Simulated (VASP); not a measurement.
PtSe2, a slab with vacuum:

```
Se Pt
1.0
     3.77150    0.00000    0.00000
    -1.88575    3.26622    0.00000
     0.00000    0.00000   31.12129
Se Pt
2 1
Cartesian
  1.8858 1.0887 14.2803
  0.0000 2.1775 16.8410
  0.0000 0.0000 15.5606
```

Base run:

* Program: VASP 6.6.1
* Functional: PBE
* Dispersion: D3(BJ)
* Potentials or basis: VASP PAW PBE potentials, release 64 (Se, Pt)
* Cutoff: 520 eV
* k mesh: 6 × 6 × 1
* Occupations: gaussian, width 0.1 eV
* Spin: no spin polarisation

Its results: band gap on the k mesh 1.64 eV, indirect (least direct gap 1.75 eV); largest force 0.081 eV/Å.

The run is repeated on the same cell with these changes: k mesh from 6 × 6 × 1 to 9 × 9 × 1; occupations from gaussian, width 0.1 eV to gaussian, width 0.02 eV. What comes out?

Band gap on the k mesh 1.39 eV, indirect (least direct gap 1.42 eV); largest force 0.096 eV/Å.

Caveats: spin-orbit coupling is left out, which moves the levels of the heavy elements.

A k mesh can miss the band edges.
